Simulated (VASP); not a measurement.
Crystal: TiC.

```xyz
2
Lattice="2.5386 0.0000 0.0000 0.0000 2.5386 0.0000 0.0000 0.0000 3.6318" Properties=species:S:1:pos:R:3 pbc="T T T"
Ti    0.0000    0.0000    0.0000
C     1.2693    1.2693    1.8159
```

| Item | Value |
| --- | --- |
| Program | VASP 6.6.1 |
| Task | relaxation of cell and atoms |
| Functional | PBE |
| Potentials or basis | VASP PAW PBE potentials, release 64 (Ti_sv, C) |
| Cutoff | 600 eV |
| k mesh | 7 × 7 × 5 |
| Occupations | fermi-dirac, width 0.1 eV |
| Spin | no spin polarisation |

At the start: pressure -23.0 GPa; volume 11.70 Å³/atom.

How do energy, volume and symmetry change on relaxing?

Over 9 steps the energy falls by 540.5 meV/atom and the volume is 9.93 Å³/atom (-15.2 %); space group P4/mmm (No. 123, to 0.1 Å) before and after.

Step by step:
| step | energy change (eV) | largest force (eV/Å) | pressure (GPa) | volume (Å³) |
| --- | --- | --- | --- | --- |
| 1 | 0.0000 | 0.0000 | -23.01 | 23.40 |
| 2 | -0.9146 | 0.0000 | 28.31 | 17.85 |
| 3 | -0.9922 | 0.0000 | 12.56 | 18.79 |
| 4 | -0.9924 | 0.0000 | 10.80 | 18.91 |
| 5 | -1.0781 | 0.0000 | -3.12 | 20.14 |
| 6 | -1.0792 | 0.0000 | -1.71 | 20.00 |
| 7 | -1.0792 | 0.0000 | -1.91 | 20.02 |
| 8 | -1.0807 | 0.0000 | 0.74 | 19.79 |
| 9 | -1.0810 | 0.0000 | -0.04 | 19.85 |

Final structure:
```cif
data_structure
_symmetry_space_group_name_H-M 'P 1'
_symmetry_Int_Tables_number 1
_cell_length_a 2.6185
_cell_length_b 2.6185
_cell_length_c 2.8957
_cell_angle_alpha 90.000
_cell_angle_beta 90.000
_cell_angle_gamma 90.000
_cell_volume 19.85
loop_
_atom_site_label
_atom_site_type_symbol
_atom_site_fract_x
_atom_site_fract_y
_atom_site_fract_z
_atom_site_occupancy
Ti1 Ti 0.00000 0.00000 0.00000 1
C1 C 0.50000 0.50000 0.50000 1
```

Caveat: the volume moved by over 15 % at a fixed basis, so the end points are rough.
